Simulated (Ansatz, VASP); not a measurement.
**One calculation of MgCd3Se3, two programs**

```
Mg Cd Se
1.0
     6.25815    0.00000    0.00000
    -3.12908    5.41972    0.00000
     0.00000    0.00000    5.54899
Mg Cd Se
1 3 3
Direct
  0.00000 0.00000 0.50000
  0.00000 0.00000 0.00000
  0.66667 0.33333 0.00000
  0.33333 0.66667 0.50000
  0.48905 0.51095 0.00000
  0.48905 0.97810 0.00000
  0.02190 0.51095 0.00000
```

Alike in both runs: task relaxation of cell and atoms; functional PBE; k mesh 3 × 3 × 3; occupations gaussian, width 0.2 eV; no spin polarisation.

```csv
,VASP,Ansatz
version,VASP 6.6.1,Ansatz 0.2.0
potentials or method,"VASP PAW PBE potentials, release 64 (Mg, Cd, Se), cutoff 600 eV","scalar-relativistic, plane waves, PAW"
valence electrons in the cell,56,118
```

|  | VASP | Ansatz | Ansatz less VASP |
| --- | --- | --- | --- |
| gap on the k mesh at the Fermi level, each at its own relaxed structure (eV) | none | none | - |
| relaxed volume (Å³/atom) | 35.13 | 34.63 | -0.503 |
| relaxed cell length with the largest relative difference (Å) | 7.394 | 7.346 | -0.0484 |

A gap of «none» marks a metal or a gap that the smearing closes. VASP's potentials hold 56 valence electrons a cell and Ansatz's 118, so a difference there can come from the potentials and not from the codes.

The k mesh is coarse, so the values compare programs but aren't converged. Noted on VASP's run: the volume moved by over 15 % at a fixed basis, so the end points are rough.
